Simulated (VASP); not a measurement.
Crystal: MgI2.

```
CELL_PARAMETERS angstrom
0.00000 3.75572 3.75572
3.75572 0.00000 3.75572
3.75572 3.75572 0.00000
ATOMIC_POSITIONS crystal
Mg 0.00000 0.00000 0.00000
I 0.25000 0.25000 0.25000
I 0.75000 0.75000 0.75000
```

Base run:

| Property | Result |
| --- | --- |
| Program | VASP 6.6.1 |
| Functional | r2SCAN |
| Potentials or basis | VASP PAW PBE potentials, release 64 (Mg, I) |
| Cutoff | 660 eV |
| k mesh | 4 × 4 × 4 |
| Occupations | gaussian, width 0.01 eV |
| Spin | no spin polarisation |

Its results: band gap on the k mesh 1.29 eV (least direct gap 1.50 eV); pressure -0.1 GPa.

Task: After a change of settings the same cell gave: band gap on the k mesh 0.58 eV (least direct gap 1.06 eV); pressure 0.2 GPa. Which change was it?
A. functional from r2SCAN to HSE06; cutoff from 660 eV to 520 eV
B. functional from r2SCAN to PBE; cutoff from 660 eV to 600 eV; k mesh from 4 × 4 × 4 to 6 × 6 × 6
C. functional from r2SCAN to PBE0; cutoff from 660 eV to 520 eV

Result: B.

Caveats: spin-orbit coupling is left out, which moves the levels of the heavy elements; the PAW data sets were made with another functional, which shifts forces and pressure a little (at least some runs).
